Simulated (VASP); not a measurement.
A run of VASP 6.6.1 is set up as follows.

INCAR

```
SYSTEM = CoSi2
PREC = Accurate
ENCUT = 520
EDIFF = 1E-7
ISMEAR = -1
SIGMA = 0.08
LREAL = .FALSE.
LASPH = .TRUE.
NELM = 60
ALGO = Normal
ISIF = 2
LWAVE = .FALSE.
LCHARG = .TRUE.
GGA = PE
LELF = .TRUE.
LVHAR = .TRUE.
NBANDS = 16
```

The input KPOINTS:

```
Automatic mesh
0
G
  15 15 15
  0 0 0
```

File POSCAR:

```
CoSi2
1.0
   -1.5333436303      1.5333436303      3.4401253306
    1.5333436303     -1.5333436303      3.4401253306
    1.5333436303      1.5333436303     -3.4401253306
Co Si
1 2
Direct
    0.0000000000      0.0000000000      0.0000000000
    0.3349333969      0.3349333969      0.0000000000
   -0.3349333969     -0.3349333969      0.0000000000
```

Potentials or basis: VASP PAW PBE potentials, release 64 (Co, Si).

Run with:

```console
$ cat potpaw_PBE.64/Co/POTCAR potpaw_PBE.64/Si/POTCAR > POTCAR
$ mpirun -np 1 vasp_std > vasp.out
```

(1) Estimate the largest force.

(2) Predict the pressure.

## Answers

(1) 0.004 eV/Å.

(2) 23.9 GPa.
